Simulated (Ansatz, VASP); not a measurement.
**Two plane-wave programs on Nb**

The input INCAR:

```
SYSTEM = Nb
PREC     = Accurate       ! precision mode
ENCUT    = 520            ! plane-wave cutoff, eV
EDIFF    = 1E-6           ! SCF threshold, eV
ISMEAR   = -1             ! smearing method
SIGMA    = 0.05           ! smearing width, eV
LREAL    = .FALSE.        ! projectors in reciprocal space
LASPH    = .TRUE.         ! aspherical terms in the spheres
NELM     = 80             ! most SCF steps
ALGO     = Normal         ! electronic algorithm
ISIF     = 2              ! what is computed and relaxed
LWAVE    = .FALSE.        ! write WAVECAR
LCHARG   = .FALSE.        ! write CHGCAR
GGA      = B5             ! functional
ALDAX    = 1.0          
AGGAX    = 1.0          
AGGAC    = 1.0          
ALDAC    = 0.0          
NBANDS   = 12             ! bands
```

KPOINTS

```
Automatic mesh
0
G
  11 11 11
  0 0 0
```

Contents of POSCAR:

```
Nb
1.0
    0.0000000000      2.1150000000      2.1150000000
    2.1150000000      0.0000000000      2.1150000000
    2.1150000000      2.1150000000      0.0000000000
Nb
1
Direct
    0.0000000000      0.0000000000      0.0000000000
```

File input.yaml:

```yaml
crystal:
  lattice:
    - [0.0, 2.115, 2.115]
    - [2.115, 0.0, 2.115]
    - [2.115, 2.115, 0.0]
  atoms:
    - { symbol: Nb, position: [0.0, 0.0, 0.0] }
hamiltonian:
  xc: blyp
  pseudopotentials: { kind: paw }
kpoints:
  mp_grid: { grid: [11, 11, 11] }
  band_path:
    path:
      - [[0.0, 0.0, 0.0], [0.5, 0.0, 0.5], [0.5, 0.25, 0.75], [0.375, 0.375, 0.75], [0.0, 0.0, 0.0], [0.5, 0.5, 0.5], [0.625, 0.25, 0.625], [0.5, 0.25, 0.75], [0.5, 0.5, 0.5], [0.375, 0.375, 0.75]]
      - [[0.625, 0.25, 0.625], [0.5, 0.0, 0.5]]
    npoints: 14
scf:
  occupations: { method: fermi_dirac, width: 0.05 }
  n_extra_bands: 6
output:
  forces: true
  stress: true
  eigenvalues: true
  fatbands: false
```

Alike in both runs: functional BLYP; k mesh 11 × 11 × 11; occupations fermi-dirac, width 0.05 eV; no spin polarisation.

```csv
,VASP,Ansatz
version,VASP 6.6.1,Ansatz 0.2.0
potentials or method,"VASP PAW PBE potentials, release 64 (Nb_sv)",Ansatz PAW
plane-wave cutoff (eV),520,420
valence electrons in the cell,13,13
task,single point,band structure
```

Ansatz gave:

- gap on the k mesh at the Fermi level (eV): none
- pressure (GPa): 4.1

Task: Which values does VASP return?

Result: gap on the k mesh at the Fermi level (eV): none; pressure (GPa): 4.0.

VASP's potentials were made for PBE, not for BLYP. A gap of «none» marks a metal or a gap that the smearing closes. The functional is the same, so the differences come from potentials, cutoffs and numerics.
